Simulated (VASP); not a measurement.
# TiSn2GeSe6 (Fm-3m) in VASP: further runs, part 2 of 2

VASP 6.6.1.

**4. Single point, PBE, collinear spin, ferromagnetic start**

This run uses another cell than the first one, of 23.15 Å³/atom, 0.910 times its volume.

The input, INCAR:

```
SYSTEM = TiSn2GeSe6
PREC     = Accurate       ! precision mode
ENCUT    = 520            ! plane-wave cutoff, eV
EDIFF    = 1E-6           ! SCF threshold, eV
ISMEAR   = 0              ! smearing method
SIGMA    = 0.1            ! smearing width, eV
LREAL    = .FALSE.        ! projectors in reciprocal space
LASPH    = .TRUE.         ! aspherical terms in the spheres
NELM     = 150            ! most SCF steps
ALGO     = Normal         ! electronic algorithm
ISIF     = 2              ! what is computed and relaxed
LWAVE    = .FALSE.        ! write WAVECAR
LCHARG   = .FALSE.        ! write CHGCAR
ISPIN    = 2              ! spin polarisation
MAGMOM   = 1 0 0 0 0 0 0 0 0 0 ! initial moments
LORBIT   = 11             ! projections on sites
LMAXMIX  = 4              ! l up to which the mixer works
GGA      = PE             ! functional
NBANDS   = 60             ! bands
```

The input, KPOINTS:

```
Automatic mesh
0
G
  4 4 4
  0 0 0
```

The input, POSCAR:

```
TiSn2GeSe6
1.0
    0.0000000000      4.8737681100      4.8737681100
    4.8737681100      0.0000000000      4.8737681100
    4.8737681100      4.8737681100      0.0000000000
Ti Sn Ge Se
1 2 1 6
Direct
    0.0000000000      0.0000000000      0.0000000000
    0.2500000000      0.2500000000      0.2500000000
    0.7500000000      0.7500000000      0.7500000000
    0.5000000000      0.5000000000      0.5000000000
    0.7500000000      0.2500000000      0.2500000000
    0.2500000000      0.7500000000      0.7500000000
    0.2500000000      0.7500000000      0.2500000000
    0.7500000000      0.2500000000      0.7500000000
    0.2500000000      0.2500000000      0.7500000000
    0.7500000000      0.7500000000      0.2500000000
```

Potentials or basis: VASP PAW PBE potentials, release 64 (Ti_sv, Sn_d, Ge_d, Se).

Run with:

```bash
$ cat potpaw_PBE.64/Ti_sv/POTCAR potpaw_PBE.64/Sn_d/POTCAR potpaw_PBE.64/Ge_d/POTCAR potpaw_PBE.64/Se/POTCAR > POTCAR
$ mpirun -np 1 vasp_std > vasp.out
```

OUTCAR:

```text
SYSTEM = TiSn2GeSe6
   PREC = Accurate
   ENCUT = 520
   EDIFF = 1E-6
   ISMEAR = 0
   LREAL = .FALSE.
   LASPH = .TRUE.
   NELM = 150
   ISIF = 2
   ISPIN = 2
   LORBIT = 11
   GGA = PE

 ion  position               nearest neighbor table
   1  0.000  0.000  0.000-   5 2.44   6 2.44   7 2.44   8 2.44   9 2.44  10 2.44
   2  0.250  0.250  0.250-
   3  0.750  0.750  0.750-
   4  0.500  0.500  0.500-   5 2.44   6 2.44   7 2.44   8 2.44   9 2.44  10 2.44
   5  0.750  0.250  0.250-   1 2.44   4 2.44
   6  0.250  0.750  0.750-   1 2.44   4 2.44
   7  0.250  0.750  0.250-   1 2.44   4 2.44
   8  0.750  0.250  0.750-   1 2.44   4 2.44
   9  0.250  0.250  0.750-   1 2.44   4 2.44
  10  0.750  0.750  0.250-   1 2.44   4 2.44

  LATTYP: Found a face centered cubic cell.
 ALAT       =     9.7475362200

  Lattice vectors:

 A1 = (   0.0000000000,   4.8737681100,   4.8737681100)
 A2 = (   4.8737681100,   0.0000000000,   4.8737681100)
 A3 = (   4.8737681100,   4.8737681100,   0.0000000000)

Analysis of symmetry for initial positions (statically):
=====================================================================
 Subroutine PRICEL returns:
 Original cell was already a primitive cell.

 Routine SETGRP: Setting up the symmetry group for a
 face centered cubic supercell.

 Subroutine GETGRP returns: Found 48 space group operations
 (whereof 48 operations were pure point group operations)
 out of a pool of 48 trial point group operations.

The static configuration has the point symmetry O_h .

Analysis of symmetry for dynamics (positions and initial velocities):
=====================================================================
 Subroutine PRICEL returns:
 Original cell was already a primitive cell.

 Routine SETGRP: Setting up the symmetry group for a
 face centered cubic supercell.

 Subroutine GETGRP returns: Found 48 space group operations
 (whereof 48 operations were pure point group operations)
 out of a pool of 48 trial point group operations.

The dynamic configuration has the point symmetry O_h .

Analysis of structural, dynamic, and magnetic symmetry:
=====================================================================
 Subroutine PRICEL returns:
 Original cell was already a primitive cell.

 Routine SETGRP: Setting up the symmetry group for a
 face centered cubic supercell.

 Subroutine GETGRP returns: Found 48 space group operations
 (whereof 48 operations were pure point group operations)
 out of a pool of 48 trial point group operations.

The overall configuration has the point symmetry O_h .

 Subroutine INISYM returns: Found 48 space group operations
 (whereof 48 operations are pure point group operations),
 and found     1 'primitive' translations

----------------------------------------------------------------------------------------

                                     Primitive cell

  volume of cell :     231.5392

  direct lattice vectors                    reciprocal lattice vectors
     0.000000000  4.873768110  4.873768110    -0.102590027  0.102590027  0.102590027
[... 102 lines left out ...]
   IALGO  =     38    algorithm
   IMIX   =      4    mixing-type and parameters
     AMIX     =   0.40;   BMIX     =  1.00
     AMIX_MAG =   1.60;   BMIX_MAG =  1.00
  volume/ion in A,a.u.               =      23.15       156.25
  Fermi-wavevector in a.u.,A,eV,Ry     =   1.194760  2.257770 19.421668  1.427452
  Thomas-Fermi vector in A             =   2.330743
   LORBIT       =     11    0 simple, 1 ext, 2 COOP (PROOUT), +10 PAW based schemes
   GGA     = PE    functional components
   LHFCALC =     F    Hartree Fock is set to
   AEXX    =    0.0000 exact exchange contribution
   IVDW    =     0    specifies the selected vdW correction
   LEPSILON=     F    determine dielectric tensor
   LRPA    =     F    only Hartree local field effects (RPA)
 spin polarized calculation
 Gauss-broadening in eV      SIGMA  =   0.10
  energy-cutoff  :      520.00
  volume of cell :      231.54
 maximum number of plane-waves:      6254
 NGX is ok and might be reduce to    54
   NGX = 25   NGY = 25   NGZ = 25

 number of electron      90.0000008 magnetization       0.0007823

 number of electron      90.0000008 magnetization      -0.0003969

 Free energy of the ion-electron system (eV)
  ---------------------------------------------------
  ext. energy  EPLUGINS =         0.00000000
  ---------------------------------------------------
  free energy    TOTEN  =       -42.11869346 eV

  energy without entropy =      -42.09173737  energy(sigma->0) =      -42.10521542

 E-fermi :   5.4149     XC(G=0): -10.0480

 val. band max:        5.3169097592   @ k =   0.2500   0.0000   0.0000
 cond. band min:       5.4204407640   @ k =   0.5000   0.2500   0.0000
 fundamental gap:      0.1035310048
 Fermi energy:         5.4149459312

 spin component 1

 k-point     1 :       0.0000    0.0000    0.0000
  band No.  band energies     occupation
      1     -52.1023      1.00000
      2     -28.4024      1.00000
      3     -28.4024      1.00000
      4     -28.4024      1.00000
      5     -19.6806      1.00000
      6     -19.6806      1.00000
[... 469 lines left out ...]
     56       7.9954      0.00000
     57      10.3113      0.00000
 Fermi energy:         5.4149459312

 spin component 2

 k-point     1 :       0.0000    0.0000    0.0000
  band No.  band energies     occupation
      1     -52.1026      1.00000
      2     -28.4026      1.00000
      3     -28.4026      1.00000
      4     -28.4026      1.00000
      5     -19.6806      1.00000
      6     -19.6806      1.00000
[... 469 lines left out ...]
     56       7.9954      0.00000
     57      10.3112      0.00000
 [bands above 57 left out]

------------------------ aborting loop because EDIFF is reached ----------------------------------------

  FORCE on cell =-STRESS in cart. coord.  units (eV):
  Direction    XX          YY          ZZ          XY          YZ          ZX
  --------------------------------------------------------------------------------------
  -------------------------------------------------------------------------------------
  Total        9.1044548      9.1044548      9.1044548     -0.0000000     -0.0000000      0.0000000
  in kB       62.9999120     62.9999120     62.9999120     -0.0000000     -0.0000000      0.0000000
  external PRESSURE =      62.9999120 kB  Pullay stress =       0.0000000 kB

 VOLUME and BASIS-vectors are now :
 -----------------------------------------------------------------------------
  energy-cutoff  :      520.00
  volume of cell :      231.54
      direct lattice vectors                 reciprocal lattice vectors
     0.000000000  4.873768110  4.873768110    -0.102590027  0.102590027  0.102590027
     4.873768110  0.000000000  4.873768110     0.102590027 -0.102590027  0.102590027
     4.873768110  4.873768110  0.000000000     0.102590027  0.102590027 -0.102590027

 POSITION                                       TOTAL-FORCE (eV/Angst)
 -----------------------------------------------------------------------------------
      0.00000      0.00000      0.00000         0.000000     -0.000000     -0.000000
      2.43688      2.43688      2.43688         0.000000     -0.000000     -0.000000
      7.31065      7.31065      7.31065         0.000000     -0.000000     -0.000000
      4.87377      4.87377      4.87377         0.000000     -0.000000     -0.000000
      2.43688      4.87377      4.87377        -0.188857     -0.000000     -0.000000
      7.31065      4.87377      4.87377         0.188857     -0.000000     -0.000000
      4.87377      2.43688      4.87377         0.000000     -0.188857     -0.000000
      4.87377      7.31065      4.87377         0.000000      0.188857     -0.000000
      4.87377      4.87377      2.43688         0.000000     -0.000000     -0.188857
      4.87377      4.87377      7.31065         0.000000     -0.000000      0.188857
 -----------------------------------------------------------------------------------
    total drift:                                0.000000      0.000000      0.000000

  FREE ENERGIE OF THE ION-ELECTRON SYSTEM (eV)
  ---------------------------------------------------
  free  energy   TOTEN  =       -42.1186934626 eV

  energy  without entropy=      -42.0917373712  energy(sigma->0) =      -42.10521542

 total charge

# of ion       s       p       d       tot
------------------------------------------
    1        2.203   6.180   1.959  10.343
    2        1.406   0.485   9.964  11.854
    3        1.406   0.485   9.964  11.854
    4        1.186   1.040  10.172  12.397
    5        1.475   2.358   0.036   3.869
    6        1.475   2.358   0.036   3.869
    7        1.475   2.358   0.036   3.869
    8        1.475   2.358   0.036   3.869
    9        1.475   2.358   0.036   3.869
   10        1.475   2.358   0.036   3.869
--------------------------------------------------
tot         15.053  22.339  32.272  69.664

 magnetization (x)

# of ion       s       p       d       tot
------------------------------------------
    1        0.000  -0.000   0.000   0.000
    2       -0.000   0.000   0.000   0.000
    3       -0.000   0.000   0.000   0.000
    4       -0.000   0.000   0.000   0.000
    5        0.000  -0.000  -0.000   0.000
    6        0.000  -0.000  -0.000   0.000
    7        0.000  -0.000  -0.000   0.000
    8        0.000  -0.000  -0.000   0.000
    9        0.000  -0.000  -0.000   0.000
   10        0.000  -0.000  -0.000   0.000
--------------------------------------------------
tot         -0.000   0.000   0.000   0.000
```

It took 7 min on 1 thread of Intel Xeon Platinum 8488C (Sapphire Rapids), shared host; peak memory 0.6 GiB.

Results:

```
Free energy                                           : -42.1187 eV
Pressure                                              : 6.3 GPa
Band gap on the k mesh                                : zero (filled and empty bands overlap)
Net moment                                            : 0.00 μB per cell
Valence electrons inside the program's atomic spheres : Ti 10.34; Sn 11.85; Ge 12.40; Se 3.87
```

Caveat: spin-orbit coupling is left out, which moves the levels of the heavy elements.

**5. Summary**

```tsv
spin	cell	k mesh	gap on the mesh (eV)	pressure (GPa)	moment (μB)	largest force (eV/Å)
collinear, ferromagnetic start	a = 7.114 Å, angles 60.0°, 10 atoms	4 × 4 × 4	none	0.1	0.00	0.01
off	a = 7.117 Å, angles 60.0°, 10 atoms	8 × 8 × 8	none	0.1	-	0.01
collinear, ferromagnetic start	a = 6.893 Å, angles 60.0°, 10 atoms	4 × 4 × 4	none	6.3	0.00	-
```

Alike in all rows: task single point; level PBE; potentials or basis VASP PAW PBE potentials, release 64 (Ti_sv, Sn_d, Ge_d, Se); cutoff (eV) 520; smearing gaussian 0.1 eV.

Caveats: spin-orbit coupling is left out, which moves the levels of the heavy elements.

Total energies depend on the potentials used, so only differences within one code and one set of settings carry meaning.
